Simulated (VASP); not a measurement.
Input of a VASP 6.6.1 run:

The input POSCAR:

```
MoS2
1.0
    3.1842713585      0.0000000000      0.0000000000
   -1.5921356792      2.7576598890      0.0000000000
    0.0000000000      0.0000000000     28.4188140530
Mo S
3 6
Direct
    0.6666666667      0.3333333333      0.0000000000
    0.3333333333      0.6666666667      0.7714360451
    0.3333333333      0.6666666667      0.2285639549
    0.3333333333      0.6666666667      0.0519983074
    0.6666666667      0.3333333333      0.8234388213
    0.6666666667      0.3333333333      0.2805405072
    0.3333333333      0.6666666667      0.9427234990
    0.6666666667      0.3333333333      0.7141812992
    0.6666666667      0.3333333333      0.1712829851
```

INCAR.step1

```
SYSTEM = MoS2
PREC = Accurate
ENCUT = 520
ISMEAR = 0
SIGMA = 0.05
LREAL = .FALSE.
LASPH = .TRUE.
NELM = 80
NBANDS = 49
GGA = PE
ALGO = Normal
EDIFF = 1E-4
LWAVE = .TRUE.
LCHARG = .FALSE.
```

The input INCAR.step2:

```
SYSTEM = MoS2
PREC = Accurate
ENCUT = 520
EDIFF = 1E-6
ISMEAR = 0
SIGMA = 0.05
LREAL = .FALSE.
LASPH = .TRUE.
NELM = 80
ALGO = Normal
ISIF = 2
LWAVE = .FALSE.
LCHARG = .FALSE.
METAGGA = R2SCAN
LMIXTAU = .TRUE.
NBANDS = 49
ISTART = 1
```

KPOINTS

```
regular mesh
0
G
  12 12 1
  0 0 0
```

Potentials or basis: VASP PAW PBE potentials, release 64 (Mo_sv, S).

Launch:

```bash
$ cat potpaw_PBE.64/Mo_sv/POTCAR potpaw_PBE.64/S/POTCAR > POTCAR
$ cp INCAR.step1 INCAR
$ mpirun -np 1 vasp_std > vasp.out
$ cp INCAR.step2 INCAR
$ mpirun -np 1 vasp_std > vasp.out
```

(1) Estimate the band gap on the k mesh.

(2) What does it give for the largest force?

Results:

(1) 1.10 eV (least direct gap 1.61 eV).

(2) 2.330 eV/Å.

Caveat: the cell differs from its parent crystal (all S atoms moved +0.075 Å, as atom 4 towards its neighbour atom 7 (S) at 3.105 Å); there is no dipole correction, which matters where the two faces differ; the PAW data sets were made with another functional, which shifts forces and pressure a little.
